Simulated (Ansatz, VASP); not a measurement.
Two plane-wave programs on C

The input INCAR:

```
SYSTEM = C
  PREC = Accurate
  ENCUT = 520
  EDIFF = 1E-7
  ISMEAR = 0
  SIGMA = 0.05
  LREAL = .FALSE.
  LASPH = .TRUE.
  NELM = 80
  ALGO = Normal
  ISIF = 2
  LWAVE = .FALSE.
  LCHARG = .FALSE.
  GGA = PE
  NBANDS = 26
```

KPOINTS

```
regular mesh
0
G
  12 12 4
  0 0 0
```

POSCAR

```
C
1.0
    2.5180184915      0.0000000000      0.0000000000
   -1.2590092457      2.1806679808      0.0000000000
    0.0000000000      0.0000000000      8.3045881819
C
8
Direct
   -0.1042486387     -0.1042486387      0.0929681641
    0.0000000000      0.0000000000      0.5929681641
    0.0000000000      0.0000000000      0.4070318359
    0.0000000000      0.0000000000      0.9070318359
    0.3333333333      0.6666666667      0.1555285626
    0.6666666667      0.3333333333      0.6555285626
    0.3333333333      0.6666666667      0.3444714374
    0.6666666667      0.3333333333      0.8444714374
```

Input for Ansatz:

```yaml
crystal:
  lattice:
    - [2.5180184915, 0.0, 0.0]
    - [-1.2590092457, 2.1806679808, 0.0]
    - [0.0, 0.0, 8.3045881819]
  atoms:
    - { symbol: C, position: [-0.1042486387, -0.1042486387, 0.0929681641] }
    - { symbol: C, position: [0.0, 0.0, 0.5929681641] }
    - { symbol: C, position: [0.0, 0.0, 0.4070318359] }
    - { symbol: C, position: [0.0, 0.0, 0.9070318359] }
    - { symbol: C, position: [0.3333333333, 0.6666666667, 0.1555285626] }
    - { symbol: C, position: [0.6666666667, 0.3333333333, 0.6555285626] }
    - { symbol: C, position: [0.3333333333, 0.6666666667, 0.3444714374] }
    - { symbol: C, position: [0.6666666667, 0.3333333333, 0.8444714374] }
basis:
  ecutwfc: 420
kpoints:
  mp_grid: { grid: [12, 12, 4] }
hamiltonian:
  xc: pbe
scf:
  occupations: { method: gaussian, width: 0.05 }
output:
  forces: true
  stress: true
  eigenvalues: true
```

Alike in both runs: task single point; functional PBE; k mesh 12 × 12 × 4; occupations gaussian, width 0.05 eV; no spin polarisation.

|  | VASP | Ansatz |
| --- | --- | --- |
| version | VASP 6.6.1 | Ansatz 0.2.0 |
| potentials or method | VASP PAW PBE potentials, release 64 (C), cutoff 520 eV | scalar-relativistic, plane waves, PAW |
| valence electrons in the cell | 32 | 32 |

```tsv
	VASP	Ansatz	Ansatz less VASP
gap on the k mesh at the Fermi level (eV)	0.98	0.98	+0.004
least direct gap on the mesh (eV)	1.15	1.14	0.000
pressure (GPa)	7.0	6.4	-0.62
traceless stress, the component that is largest in VASP (GPa)	-5.39	-5.30	+0.082
rms of the force components (eV/Å)	2.753	2.744	-0.0094
```

Atom by atom the forces differ by 0.010 eV/Å (rms over components).
